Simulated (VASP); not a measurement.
## Se: relaxation of cell and atoms with PBE

Se:

```xyz
1
Lattice="3.5345 0.0000 0.0000 0.0000 3.5345 0.0000 0.0000 0.0000 2.5651" Properties=species:S:1:pos:R:3 pbc="T T T"
Se    0.0000    0.0000    0.0000
```

The cell was built from a structure type or drawn by symmetry, and may not be a known phase.

- Program: VASP 6.6.1
- Task: relaxation of cell and atoms
- Functional: PBE
- Potentials or basis: VASP PAW PBE potentials, release 64 (Se)
- Cutoff: 600 eV
- k mesh: 6 × 6 × 6
- Occupations: gaussian, width 0.1 eV
- Spin: no spin polarisation
- Dipole correction: no
- Further INCAR settings: ALGO = Normal; EDIFF = 1e-06; IBRION = 2; EDIFFG = -0.04; NSW = 90; ISIF = 3

- Relaxed volume: 23.95 Å³/atom
- Relaxed cell: a = 3.093 Å, b = 3.093 Å, c = 2.503 Å, α = 90.00°, β = 90.00°, γ = 90.00°
- Space group after relaxing (to 0.1 Å): P4/mmm (No. 123)
- Energy gained by relaxing: 176.6 meV/atom
- Ionic steps: 12
- Pressure after relaxing: 0.1 GPa
- Band gap on the k mesh: zero (bands 3 and 4 overlap by 4.94 eV)

Stress tensor (GPa, compression positive):
```
 0.11  0.00  0.00
 0.00  0.11  0.00
 0.00  0.00 -0.04
```

The path:
| step | energy change (eV) | largest force (eV/Å) | pressure (GPa) | volume (Å³) |
| --- | --- | --- | --- | --- |
| 1 | 0.0000 | 0.0000 | -5.88 | 32.05 |
| 2 | 0.0642 | 0.0000 | 10.26 | 26.82 |
| 3 | -0.0832 | 0.0000 | -0.92 | 29.56 |
| 4 | -0.0833 | 0.0000 | -0.71 | 29.49 |
| 5 | -0.0833 | 0.0000 | -0.57 | 29.44 |
| 6 | -0.0887 | 0.0000 | -0.67 | 28.88 |
| 7 | -0.1119 | 0.0000 | -0.96 | 27.21 |
| 8 | -0.1763 | 0.0000 | 0.27 | 23.98 |
| 9 | -0.1760 | 0.0000 | 0.64 | 23.69 |
| 10 | -0.1764 | 0.0000 | 0.40 | 23.88 |
| 11 | -0.1714 | 0.0000 | -1.55 | 24.32 |
| 12 | -0.1766 | 0.0000 | 0.06 | 23.95 |

Final structure:
```yaml
crystal:
  lattice:
    - [3.09330, 0.00000, 0.00000]
    - [0.00000, 3.09330, 0.00000]
    - [0.00000, 0.00000, 2.50288]
  atoms:
    - { symbol: Se, position: [0.00000, 0.00000, 0.00000] }
```

Levels at points of the mesh, in eV from the Fermi level:
```tsv
k point	band 1	band 2	band 3	band 4	band 5	band 6
(0.00, 0.00, 0.00)	-16.09	-0.60	-0.60	5.26	5.31	6.68
(0.50, 0.00, 0.00)	-14.94	-6.39	0.26	5.97	7.96	11.46
(0.50, 0.50, 0.00)	-13.85	-5.09	-5.09	3.03	6.62	14.40
(0.00, 0.00, 0.50)	-12.09	-7.56	2.24	2.24	10.88	11.13
(0.50, 0.00, 0.50)	-10.91	-6.57	-2.93	2.97	3.53	12.47
(0.50, 0.50, 0.50)	-9.74	-5.71	-1.86	-1.86	5.48	5.48
```

It took 27 s on 1 thread of AMD EPYC 9R45 96-Core Processor (Zen 5), on a shared host, peak memory 0.12 GiB.

Caveat: the k points lie up to 0.42 Å⁻¹ apart in the final cell, too coarse for converged energies and pressures of a metal; the volume moved by over 15 % at a fixed basis, so the end points are rough.
